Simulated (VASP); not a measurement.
A run of VASP 6.6.1:

POSCAR

```
PbO2
1.0
    3.6617887049      0.0000000000      0.0000000000
    1.8308943525      3.1712020417      0.0000000000
    1.8308943525      1.0570673472      2.9898379576
Pb O
1 2
Direct
    0.0000000000      0.0000000000      0.0000000000
    0.7500000000      0.7500000000      0.7500000000
    0.2500000000      0.2500000000      0.2500000000
```

The input INCAR.step1:

```
  PREC = Accurate
  ENCUT = 520
  EDIFF = 1E-7
  ISMEAR = 0
  SIGMA = 0.1
  LREAL = False
  LASPH = True
  NELM = 150
  ALGO = Normal
  ISIF = 2
  LWAVE = False
  LCHARG = True
  ISPIN = 2
  MAGMOM = 1 0 0
  NUPDOWN = 1.0
  GGA = RP
  NBANDS = 24
```

KPOINTS.step1

```
Automatic mesh
0
Gamma
  9 9 9
```

INCAR.step2

```
  PREC = Accurate
  ENCUT = 520
  EDIFF = 1E-7
  ISMEAR = -5
  SIGMA = 0.1
  LREAL = False
  LASPH = True
  NELM = 150
  ALGO = Normal
  ISIF = 2
  LWAVE = False
  LCHARG = False
  ISPIN = 2
  MAGMOM = 1 0 0
  LORBIT = 11
  NUPDOWN = 1.0
  GGA = RP
  NEDOS = 2001
  ICHARG = 11
```

The input KPOINTS.step2:

```
Automatic mesh
0
Gamma
  14 14 14
```

Potentials or basis: VASP PAW PBE potentials, release 64 (Pb_d, O).

Launch:

```bash
$ cat potpaw_PBE.64/Pb_d/POTCAR potpaw_PBE.64/O/POTCAR > POTCAR
$ cp INCAR.step1 INCAR
$ cp KPOINTS.step1 KPOINTS
$ mpirun -np 1 vasp_std > vasp.out
$ cp INCAR.step2 INCAR
$ cp KPOINTS.step2 KPOINTS
$ mpirun -np 1 vasp_std > vasp.out
```

Hardware: 1 thread of Intel(R) Xeon(R) Platinum 8259CL CPU @ 2.50GHz (Skylake/Cascade Lake), on a shared host.

Task: How long does it take, and how much memory?

Result: Wall time 2.3 min on 1 thread of Intel(R) Xeon(R) Platinum 8259CL CPU @ 2.50GHz (Skylake/Cascade Lake), with other jobs on the host, peak memory 0.24 GiB. Counts: k points 104.
